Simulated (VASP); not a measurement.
# Cl (Cmce) in VASP: settings compared

The runs below take Cl through relaxation of cell and atoms, single point, with PBE, PBE-based screened hybrid with 25 % exact exchange, PBEsol.

Program: VASP 6.6.1. These are calculated values, not measurements. Logs are shortened: lines on timing, memory, paths and dates and some standing lists are left out, and cuts for length are marked.

## Step 1: The cell of the first run

The structure is orthorhombic, space group Cmce (No. 64). The conventional cell has a = 6.290 Å, b = 4.500 Å, c = 8.210 Å, α = 90.00°, β = 90.00°, γ = 90.00°. Cl (site symmetry m) has 1 Cl at 2.02 Å within 2.7 Å.

## Step 2: Relaxation of cell and atoms, PBE

INCAR reads:

```
ALGO = Normal
EDIFF = 1E-6
EDIFFG = -0.01
ENCUT = 600
GGA = PE
IBRION = 2
ISIF = 3
ISMEAR = -1
LASPH = T
LCHARG = F
LREAL = F
LWAVE = F
NELM = 100
NSW = 60
PREC = Accurate
SIGMA = 0.05
```

KPOINTS reads:

```
k-points
0
Gamma
  7 7 4
```

POSCAR reads:

```
Cl
1.0
    3.1450000000     -2.2500000000      0.0000000000
    3.1450000000      2.2500000000      0.0000000000
    0.0000000000      0.0000000000      8.2100000000
Cl
4
Direct
    0.3700000000      0.6300000000      0.4000000000
    0.1300000000      0.8700000000      0.9000000000
    0.6300000000      0.3700000000      0.6000000000
    0.8700000000      0.1300000000      0.1000000000
```

Potentials or basis: VASP PAW PBE potentials, release 64 (Cl).

Run with:

```bash
cat potpaw_PBE.64/Cl/POTCAR > POTCAR
mpirun -np 1 vasp_std > vasp.out
```

OUTCAR:

```text
EDIFF = 1E-6
   EDIFFG = -0.01
   ENCUT = 600
   GGA = PE
   IBRION = 2
   ISIF = 3
   ISMEAR = -1
   LASPH = T
   LREAL = F
   NELM = 100
   NSW = 60
   PREC = Accurate

 ion  position               nearest neighbor table
   1  0.370  0.630  0.400-   3 2.02
   2  0.130  0.870  0.900-   4 2.02
   3  0.630  0.370  0.600-   1 2.02
   4  0.870  0.130  0.100-   2 2.02

  LATTYP: Found a base centered orthorhombic cell.
 ALAT       =     4.5000000000
 B/A-ratio  =     1.3977777778
 C/A-ratio  =     1.8244444444

  Lattice vectors:

 A1 = (  -3.1450000000,  -2.2500000000,   0.0000000000)
 A2 = (   3.1450000000,  -2.2500000000,   0.0000000000)
 A3 = (   0.0000000000,   0.0000000000,   8.2100000000)

Analysis of symmetry for initial positions (statically):
=====================================================================
 Subroutine PRICEL returns:
 Original cell was already a primitive cell.

 Routine SETGRP: Setting up the symmetry group for a
 base centered orthorhombic supercell.

 Subroutine GETGRP returns: Found  8 space group operations
 (whereof  4 operations were pure point group operations)
 out of a pool of  8 trial point group operations.

The static configuration has the point symmetry C_2h.
 The point group associated with its full space group is D_2h.

Analysis of symmetry for dynamics (positions and initial velocities):
=====================================================================
 Subroutine PRICEL returns:
 Original cell was already a primitive cell.

 Routine SETGRP: Setting up the symmetry group for a
 base centered orthorhombic supercell.

 Subroutine GETGRP returns: Found  8 space group operations
 (whereof  4 operations were pure point group operations)
 out of a pool of  8 trial point group operations.

The dynamic configuration has the point symmetry C_2h.
 The point group associated with its full space group is D_2h.

 Subroutine INISYM returns: Found  8 space group operations
 (whereof  4 operations are pure point group operations),
 and found     1 'primitive' translations

----------------------------------------------------------------------------------------

                                     Primitive cell

  volume of cell :     116.1920

  direct lattice vectors                    reciprocal lattice vectors
[... 102 lines left out ...]
   NELECT =      28.0000    total number of electrons
   NUPDOWN=      -1.0000    fix difference up-down
   EMIN   =  10.00;   EMAX   =-10.00  energy-range for DOS
   EFERMI =   0.00;   METHOD = LEGACY
   ISMEAR =    -1;   SIGMA  =   0.05  broadening in eV -4-tet -1-fermi 0-gaus
   EFERMI_NEDOS =   21; number of points for ismear=-14 and -15
   IALGO  =     38    algorithm
   IMIX   =      4    mixing-type and parameters
     AMIX     =   0.40;   BMIX     =  1.00
     AMIX_MAG =   1.60;   BMIX_MAG =  1.00
  volume/ion in A,a.u.               =      29.05       196.03
  Fermi-wavevector in a.u.,A,eV,Ry     =   1.018753  1.925163 14.120900  1.037857
  Thomas-Fermi vector in A             =   2.152228
   LORBIT       =      0    0 simple, 1 ext, 2 COOP (PROOUT), +10 PAW based schemes
   GGA     = PE    functional components
   LHFCALC =     F    Hartree Fock is set to
   AEXX    =    0.0000 exact exchange contribution
   IVDW    =     0    specifies the selected vdW correction
   LEPSILON=     F    determine dielectric tensor
   LRPA    =     F    only Hartree local field effects (RPA)
 conjugate gradient relaxation of ions
 non-spin polarized calculation
  energy-cutoff  :      600.00
  volume of cell :      116.19
 maximum number of plane-waves:      3900
   NGX = 15   NGY = 15   NGZ = 33

--------------------------------------- Ionic step        1  -------------------------------------------

 number of electron      27.9999999 magnetization

 Free energy of the ion-electron system (eV)
  ---------------------------------------------------
  ext. energy  EPLUGINS =         0.00000000
  ---------------------------------------------------
  free energy    TOTEN  =        -7.31414377 eV

  energy without entropy =       -7.31414377  energy(sigma->0) =       -7.31414377

------------------------ aborting loop because EDIFF is reached ----------------------------------------

  FORCE on cell =-STRESS in cart. coord.  units (eV):
  Direction    XX          YY          ZZ          XY          YZ          ZX
  --------------------------------------------------------------------------------------
  -------------------------------------------------------------------------------------
  Total        0.9056340      0.0882027     -0.2762774      0.0000000     -0.0000000      0.0000000
  in kB       12.4878299      1.2162318     -3.8096023      0.0000000     -0.0000000      0.0000000
  external PRESSURE =       3.2981531 kB  Pullay stress =       0.0000000 kB
[... 95 lines left out ...]
  FREE ENERGIE OF THE ION-ELECTRON SYSTEM (eV)
  ---------------------------------------------------
  free  energy   TOTEN  =        -7.3253638625 eV

  energy  without entropy=       -7.3253638624  energy(sigma->0) =       -7.32536386

 E-fermi :   0.0035     XC(G=0):  -7.3393

 val. band max:       -1.1478386113   @ k =   0.4286   0.4286   0.0000
 cond. band min:       1.4771187029   @ k =   0.0000   0.0000   0.0000
 fundamental gap:      2.6249573142
 Fermi energy:         0.0034560861

 k-point     1 :       0.0000    0.0000    0.0000
  band No.  band energies     occupation
      1     -17.7719      2.00000
      2     -17.5946      2.00000
      3     -13.6860      2.00000
      4     -13.2036      2.00000
      5      -6.4432      2.00000
      6      -5.7150      2.00000
[... 493 lines left out ...]
     17       7.2900      0.00000
     18       7.5851      0.00000

 [... further k-points ...]

[... ionic steps 4 to 35 ...]

--------------------------------------- Ionic step       36  -------------------------------------------

 number of electron      27.9999998 magnetization

------------------------ aborting loop because EDIFF is reached ----------------------------------------
[... 71 lines left out ...]
--------------------------------------- Ionic step       38  -------------------------------------------

 number of electron      27.9999998 magnetization

 Free energy of the ion-electron system (eV)
  ---------------------------------------------------
  ext. energy  EPLUGINS =         0.00000000
  ---------------------------------------------------
  free energy    TOTEN  =        -7.39108789 eV

  energy without entropy =       -7.39108789  energy(sigma->0) =       -7.39108789

 E-fermi :  -0.6945     XC(G=0):  -6.8480

 val. band max:       -1.7651026941   @ k =   0.0000   0.0000   0.0000
 cond. band min:       0.6500091257   @ k =   0.0000   0.0000   0.0000
 fundamental gap:      2.4151118198
 Fermi energy:        -0.6945079938

 k-point     1 :       0.0000    0.0000    0.0000
  band No.  band energies     occupation
      1     -18.3200      2.00000
      2     -18.1084      2.00000
      3     -14.4165      2.00000
      4     -13.8119      2.00000
      5      -7.1639      2.00000
      6      -6.1933      2.00000
[... 526 lines left out ...]
  FREE ENERGIE OF THE ION-ELECTRON SYSTEM (eV)
  ---------------------------------------------------
  free  energy   TOTEN  =        -7.3910878940 eV

  energy  without entropy=       -7.3910878939  energy(sigma->0) =       -7.39108789

 reached required accuracy - stopping structural energy minimisation
```

CONTCAR:

```text
Cl
   1.00000000000000
     3.9079449864409219   -2.1540986338980628    0.0000000000000000
     3.9079449864409219    2.1540986338980628   -0.0000000000000000
     0.0000000000000000    0.0000000000000000    8.3619911960043201
  Cl
     4
Direct
     0.3876171916770105    0.6123828083229895    0.3944841277197689
     0.1123828083229895    0.8876171916770105    0.8944841277197690
     0.6123828083229895    0.3876171916770105    0.6055158722802310
     0.8876171916770105    0.1123828083229895    0.1055158722802311

  0.00000000E+00  0.00000000E+00  0.00000000E+00
  0.00000000E+00  0.00000000E+00  0.00000000E+00
  0.00000000E+00  0.00000000E+00  0.00000000E+00
  0.00000000E+00  0.00000000E+00  0.00000000E+00
```

Run time: 33 min. Hardware: 1 thread of Intel Xeon Platinum 8259CL at 2.50GHz (Skylake/Cascade Lake), shared host; peak memory 0.31 GiB.

What came out:

| Quantity | Value |
| --- | --- |
| Free energy | -7.3911 eV |
| Relaxed volume | 35.20 Å³/atom |
| Relaxed cell | a = 4.462 Å, b = 4.462 Å, c = 8.362 Å, α = 90.00°, β = 90.00°, γ = 57.73° |
| Space group after relaxing (to 0.1 Å) | Cmce (No. 64) |
| Energy gained by relaxing | 19.2 meV/atom |
| Ionic steps | 38 |
| Pressure after relaxing | 0.0 GPa |
| Largest force after relaxing | 0.007 eV/Å |
| Band gap on the k mesh | 2.42 eV |

Forces in eV/Å, atoms in the order of the input:
```
Cl   0.000  0.004 -0.006
Cl   0.000 -0.004 -0.006
Cl   0.000 -0.004  0.006
Cl   0.000  0.004  0.006
```

Stress tensor (GPa, compression positive):
```
-0.04  0.00  0.00
 0.00  0.04  0.00
 0.00  0.00  0.04
```

Step by step:
```csv
step,energy change (eV),largest force (eV/Å),pressure (GPa),volume (Å³)
1,0.0000,0.1742,0.33,116.19
2,-0.0106,0.1714,0.86,117.19
3,-0.0112,0.2680,1.04,117.52
4,-0.0168,0.2523,0.97,118.40
5,-0.0312,0.2046,0.74,121.05
6,-0.0516,0.1099,0.36,126.44
7,-0.0670,0.1004,-0.22,137.53
8,-0.0671,0.1187,-0.26,138.56
9,-0.0682,0.1507,0.15,140.47
10,-0.0689,0.0486,-0.01,139.74
11,-0.0694,0.0422,-0.02,140.06
12,-0.0707,0.0255,-0.05,141.03
13,-0.0722,0.0164,-0.12,142.94
14,-0.0711,0.1116,-0.24,146.65
15,-0.0725,0.0429,-0.16,144.02
16,-0.0728,0.0190,-0.05,144.12
17,-0.0728,0.0275,-0.04,144.13
18,-0.0731,0.0217,-0.04,144.08
19,-0.0737,0.0112,-0.06,143.90
20,-0.0745,0.0258,-0.08,143.55
21,-0.0744,0.0927,-0.13,142.76
22,-0.0747,0.0530,-0.10,143.24
23,-0.0750,0.0249,-0.04,142.98
24,-0.0750,0.0222,0.01,142.77
25,-0.0752,0.0205,0.02,142.64
26,-0.0756,0.0196,0.00,142.28
27,-0.0759,0.0319,-0.02,141.52
28,-0.0761,0.0176,0.04,141.33
29,-0.0762,0.0352,0.08,141.18
30,-0.0763,0.0321,0.08,141.16
31,-0.0765,0.0237,0.06,141.10
32,-0.0768,0.0078,0.02,140.99
33,-0.0768,0.0279,-0.05,140.76
34,-0.0769,0.0104,-0.01,140.89
35,-0.0769,0.0110,-0.01,140.88
36,-0.0769,0.0049,-0.01,140.85
37,-0.0769,0.0125,0.02,140.76
38,-0.0769,0.0072,0.01,140.78
```

Final structure:
```cif
data_structure
_symmetry_space_group_name_H-M 'P 1'
_symmetry_Int_Tables_number 1
_cell_length_a 4.4623
_cell_length_b 4.4623
_cell_length_c 8.3620
_cell_angle_alpha 90.000
_cell_angle_beta 90.000
_cell_angle_gamma 57.728
_cell_volume 140.78
loop_
_atom_site_label
_atom_site_type_symbol
_atom_site_fract_x
_atom_site_fract_y
_atom_site_fract_z
_atom_site_occupancy
Cl1 Cl 0.38762 0.61238 0.39448 1
Cl2 Cl 0.11238 0.88762 0.89448 1
Cl3 Cl 0.61238 0.38762 0.60552 1
Cl4 Cl 0.88762 0.11238 0.10552 1
```

Levels at points of the mesh, in eV from the valence-band top:
```
           k point  band 11  band 12  band 13  band 14  band 15  band 16  band 17  band 18
(0.00, 0.00, 0.00)    -0.77    -0.32    -0.21     0.00     2.42     3.17     6.18     7.01
(0.00, 0.00, 0.50)    -0.58    -0.58    -0.16    -0.16     2.73     2.73     6.73     6.73
```

Caveat: the volume moved by over 15 % at a fixed basis, so the end points are rough; this functional lacks dispersion, which holds the molecules together, so the pressure and a relaxed volume are unreliable.

## Step 3: Single point, PBE-based screened hybrid with 25 % exact exchange

POSCAR is that of step 2.

INCAR.step1 reads:

```
ALGO = Normal
EDIFF = 1E-5
ENCUT = 520
GGA = PE
ISIF = 2
ISMEAR = -1
LASPH = True
LCHARG = False
LREAL = False
LWAVE = True
NBANDS = 22
NELM = 100
PREC = Accurate
SIGMA = 0.05
```

INCAR.step2 reads:

```
AEXX = 0.25
ALGO = Normal
EDIFF = 1E-6
ENCUT = 520
GGA = PE
HFSCREEN = 0.2078699
ISIF = 2
ISMEAR = -1
ISTART = 1
LASPH = True
LCHARG = False
LHFCALC = True
LREAL = False
LWAVE = False
NBANDS = 22
NELM = 100
PREC = Accurate
PRECFOCK = Normal
SIGMA = 0.05
```

KPOINTS reads:

```
k-points
0
Gamma
  4 4 2
```

Potentials or basis: VASP PAW PBE potentials, release 64 (Cl).

Run with:

```bash
cat potpaw_PBE.64/Cl/POTCAR > POTCAR
cp INCAR.step1 INCAR
mpirun -np 1 vasp_std > vasp.out
cp INCAR.step2 INCAR
mpirun -np 1 vasp_std > vasp.out
```

It took 31 min on 1 thread of Intel Xeon 8259CL, shared host; peak memory 0.36 GiB.

It converged, with:

* Free energy: -10.5527 eV
* Pressure: -0.9 GPa
* Largest force: 0.843 eV/Å
* Band gap on the k mesh: 4.15 eV (least direct gap 4.24 eV)

Forces on the atoms (eV/Å):
```
Cl   0.000 -0.538  0.649
Cl   0.000  0.538  0.649
Cl   0.000  0.538 -0.649
Cl   0.000 -0.538 -0.649
```

Stress tensor (GPa, compression positive):
```
 0.99  0.00  0.00
 0.00 -0.98  0.00
 0.00  0.00 -2.68
```

Levels at points of the mesh, in eV from the valence-band top:
```
           k point  band 10  band 11  band 12  band 13  band 14  band 15  band 16  band 17  band 18  band 19
(0.00, 0.00, 0.00)    -2.34    -0.73    -0.42    -0.18    -0.09     4.15     4.80     8.32     9.01    10.31
(0.50, 0.00, 0.00)    -2.64    -0.52    -0.52    -0.15    -0.15     4.54     4.54     9.79     9.79    11.50
(0.50, 0.50, 0.00)    -3.02    -1.03    -0.93    -0.38    -0.03     4.25     4.45    10.11    10.19    10.22
(0.00, 0.00, 0.50)    -2.34    -0.67    -0.67    -0.14    -0.14     4.36     4.36     8.97     8.97    11.16
(0.50, 0.00, 0.50)    -2.66    -0.47    -0.47     0.00     0.00     4.47     4.47    10.01    10.01    11.41
(0.50, 0.50, 0.50)    -2.95    -0.73    -0.73    -0.50    -0.50     4.26     4.26    10.48    10.48    11.43
```

Caveat: the k points lie up to 0.43 Å⁻¹ apart; this functional lacks dispersion, which holds the molecules together, so the pressure and a relaxed volume are unreliable; the PAW data sets were made with another functional, which shifts forces and pressure a little.

(Continued in part 2 of 3.)
